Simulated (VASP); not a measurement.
Something may be wrong with this VASP 6.6.1 calculation of BaTiO3.

File INCAR:

```
SYSTEM = BaTiO3
GGA = PS ; ISMEAR = -5
SIGMA = 0.03 ; LWAVE = .FALSE.
LCHARG = .FALSE. ; NBANDS = 35
PREC = Accurate ; LASPH = .TRUE.
LREAL = .FALSE. ; ALGO = Normal
EDIFF = 1E-6 ; NELM = 94
GGA_COMPAT = .FALSE. ; ENCUT = 460
EFERMI = MIDGAP ; LMAXMIX = 4
```

The input KPOINTS:

```
Automatic mesh
0
Gamma
  1 1 1
  0 0 0
```

File KPOINTS_OPT:

```
path GXMGZRAZ,XR,MA
12
line-mode
reciprocal
 0.0000000000  0.0000000000  0.0000000000  G
 0.0000000000  0.5000000000  0.0000000000  X

 0.0000000000  0.5000000000  0.0000000000  X
 0.5000000000  0.5000000000  0.0000000000  M

 0.5000000000  0.5000000000  0.0000000000  M
 0.0000000000  0.0000000000  0.0000000000  G

 0.0000000000  0.0000000000  0.0000000000  G
 0.0000000000  0.0000000000  0.5000000000  Z

 0.0000000000  0.0000000000  0.5000000000  Z
 0.0000000000  0.5000000000  0.5000000000  R

 0.0000000000  0.5000000000  0.5000000000  R
 0.5000000000  0.5000000000  0.5000000000  A

 0.5000000000  0.5000000000  0.5000000000  A
 0.0000000000  0.0000000000  0.5000000000  Z

 0.0000000000  0.5000000000  0.0000000000  X
 0.0000000000  0.5000000000  0.5000000000  R

 0.5000000000  0.5000000000  0.0000000000  M
 0.5000000000  0.5000000000  0.5000000000  A
```

POSCAR

```
BaTiO3
1.0
    3.9998000000      0.0000000000      0.0000000000
    0.0000000000      3.9998000000      0.0000000000
    0.0000000000      0.0000000000      4.0180000000
Ba Ti O
1 1 3
Direct
    0.0000000000      0.0000000000      0.0000000000
    0.5000000000      0.5000000000      0.4900000000
    0.0000000000      0.5000000000      0.5170000000
    0.5000000000      0.0000000000      0.5170000000
    0.5000000000      0.5000000000      0.0190000000
```

Potentials or basis: VASP PAW PBE potentials, release 64 (Ba_sv, Ti_sv, O).

Command:

```console
$ cat potpaw_PBE.64/Ba_sv/POTCAR potpaw_PBE.64/Ti_sv/POTCAR potpaw_PBE.64/O/POTCAR > POTCAR
$ mpirun -np 1 vasp_std > vasp.out
```

OUTCAR:

```text
SYSTEM = BaTiO3
   GGA = PS
   ISMEAR = -5
   PREC = Accurate
   LASPH = .TRUE.
   LREAL = .FALSE.
   EDIFF = 1E-6
   NELM = 94
   ENCUT = 460
   EFERMI = MIDGAP

|       ---->  I REFUSE TO CONTINUE WITH THIS SICK JOB ... BYE!!! <----       |
|                                                                             |
 -----------------------------------------------------------------------------
```

On the terminal:

```text
POSCAR found type information on POSCAR BaTiO
 POSCAR found :  3 types and       5 ions
[... 25 lines left out ...]

1
```

**Question.** What happened, and what is wrong with the input?

**Answer.** The input was rejected before any iteration. The input holds a flaw that was put in on purpose: tetrahedra on too few k points (ISMEAR = -5; KPAR = left out; k = 1 × 1 × 1).

A sound run on the same cell differs in these lines of the main input:
```diff
@@ -2 +2 @@
-GGA = PS ; ISMEAR = -5
+GGA = PS ; ISMEAR = 0
@@ -7 +7 @@
-EDIFF = 1E-6 ; NELM = 94
+EDIFF = 1E-6 ; NELM = 120
```
